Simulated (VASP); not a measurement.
A run of VASP 6.6.1 is set up as follows.

Contents of INCAR:

```
PREC = Accurate
ENCUT = 520
EDIFF = 1E-7
ISMEAR = 0
SIGMA = 0.1
LREAL = F
LASPH = T
NELM = 100
ALGO = Normal
ISIF = 2
LWAVE = F
LCHARG = T
GGA = PE
LELF = T
LVHAR = T
NBANDS = 16
```

Contents of KPOINTS:

```
Automatic mesh
0
Gamma
  21 21 6
```

The input POSCAR:

```
C
1.0
    2.5303161813      0.0000000000      0.0000000000
   -1.2651580907      2.1913180926      0.0000000000
    0.0000000000      0.0000000000      7.0576618000
C
4
Direct
    0.0000000000      0.0000000000     -0.0147275405
    0.0000000000      0.0000000000      0.4852724595
    0.3333333333      0.6666666667      0.0197275405
    0.6666666667      0.3333333333      0.5197275405
```

Potentials or basis: VASP PAW PBE potentials, release 64 (C).

Launch:

```bash
$ cat potpaw_PBE.64/C/POTCAR > POTCAR
$ mpirun -np 1 vasp_std > vasp.out
```

(1) What does it give for the pressure?

(2) Estimate the band gap on the k mesh.

## Answers

(1) -18.8 GPa.

(2) zero (bands 8 and 9 overlap by 0.02 eV).

Caveat: the cell differs from its parent crystal (strained and its atoms moved); the stress differs along the axes, from -25 to -6 GPa; this functional lacks dispersion, which binds layers or chains, so the pressure and a relaxed spacing across them are unreliable; forces of over 1 eV/Å act on the atoms, so gaps and moduli don't describe the material at rest.
